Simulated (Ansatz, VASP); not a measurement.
This is a calculation of CaTiS2 for VASP 6.6.1.

INCAR

```
SYSTEM = CaTiS2
PREC = Accurate
ENCUT = 520
EDIFF = 1E-6
ISMEAR = -1
SIGMA = 0.05
LREAL = .False.
LASPH = .True.
NELM = 60
ALGO = Normal
ISIF = 2
LWAVE = .False.
LCHARG = .True.
GGA = PE
LELF = .True.
LVHAR = .True.
NBANDS = 25
```

Contents of KPOINTS:

```
Automatic mesh
0
Gamma
  8 8 4
  0 0 0
```

File POSCAR:

```
CaTiS2
1.0
    3.5958732467      0.0000000000      0.0000000000
   -1.7979366234      3.1141175805      0.0000000000
    0.0000000000      0.0000000000      6.4530924867
Ti Ca S
1 1 2
Direct
    0.0000000000      0.0000000000      0.0000000000
    0.0000000000      0.0000000000      0.5000000000
    0.6666666667      0.3333333333      0.2196630000
    0.3333333333      0.6666666667      0.7803370000
```

Potentials or basis: VASP PAW PBE potentials, release 64 (Ti_sv, Ca_sv, S).

Run with:

```sh
$ cat potpaw_PBE.64/Ti_sv/POTCAR potpaw_PBE.64/Ca_sv/POTCAR potpaw_PBE.64/S/POTCAR > POTCAR
$ mpirun -np 1 vasp_std > vasp.out
```

Task: Set up the same calculation for Ansatz 0.2.0. Potentials there: Ansatz PAW.

Result: As run (the cutoff follows the program's own potentials):

The input input.yaml:

```yaml
crystal:
  lattice:
    - [3.5958732467, 0.0, 0.0]
    - [-1.7979366234, 3.1141175805, 0.0]
    - [0.0, 0.0, 6.4530924867]
  atoms:
    - { symbol: Ti, position: [0.0, 0.0, 0.0] }
    - { symbol: Ca, position: [0.0, 0.0, 0.5] }
    - { symbol: S, position: [0.6666666667, 0.3333333333, 0.219663] }
    - { symbol: S, position: [0.3333333333, 0.6666666667, 0.780337] }
hamiltonian:
  xc: pbe
  pseudopotentials: { kind: paw }
kpoints:
  mp_grid: { grid: [8, 8, 4] }
scf:
  occupations: { method: fermi_dirac, width: 0.05 }
output:
  forces: true
  stress: true
  eigenvalues: true
```

Potentials or basis: Ansatz PAW.

Launch:

```sh
$ ansatz run input.yaml --threads 2 --pin off --max-ram 5120MiB --backend cpu --events-out ev --progress --plain --runs-dir out
```

Both were run:

|  | VASP | Ansatz | Ansatz less VASP |
| --- | --- | --- | --- |
| gap on the k mesh at the Fermi level (eV) | none | none | - |
| pressure (GPa) | 4.3 | 4.1 | -0.17 |
| traceless stress, the component that is largest in VASP (GPa) | 0.56 | 0.51 | -0.058 |
| rms of the force components (eV/Å) | 0.027 | 0.034 | +0.0067 |

Atom by atom the forces differ by 0.007 eV/Å (rms over components). A gap of «none» marks a metal or a gap that the smearing closes.
